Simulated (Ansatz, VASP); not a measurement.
## Ag3Cl: VASP beside Ansatz

```xyz
4
Lattice="4.2551 0.0000 0.0000 0.0000 4.2551 0.0000 0.0000 0.0000 4.2551" Properties=species:S:1:pos:R:3 pbc="T T T"
Ag    0.0000    2.1275    2.1275
Ag    2.1275    0.0000    2.1275
Ag    2.1275    2.1275    0.0000
Cl    0.0000    0.0000    0.0000
```

Alike in both runs: functional PBE; k mesh 10 × 10 × 10; occupations gaussian, width 0.1 eV; no spin polarisation.

Ansatz relaxed the structure, and its values are those at the end. VASP's run is a single point on that final structure, the one shown.

```csv
,VASP,Ansatz
version,VASP 6.6.1,Ansatz 0.2.0
potentials or method,"VASP PAW PBE potentials, release 64 (Ag, Cl), cutoff 520 eV","scalar-relativistic, plane waves, PAW"
valence electrons in the cell,40,64
```

|  | VASP | Ansatz | Ansatz less VASP |
| --- | --- | --- | --- |
| gap on the k mesh at the Fermi level (eV) | none | none | - |
| pressure (GPa) | -0.1 | 0.0 | +0.10 |

A gap of «none» marks a metal or a gap that the smearing closes. VASP's potentials hold 40 valence electrons a cell and Ansatz's 64, so a difference there can come from the potentials and not from the codes.
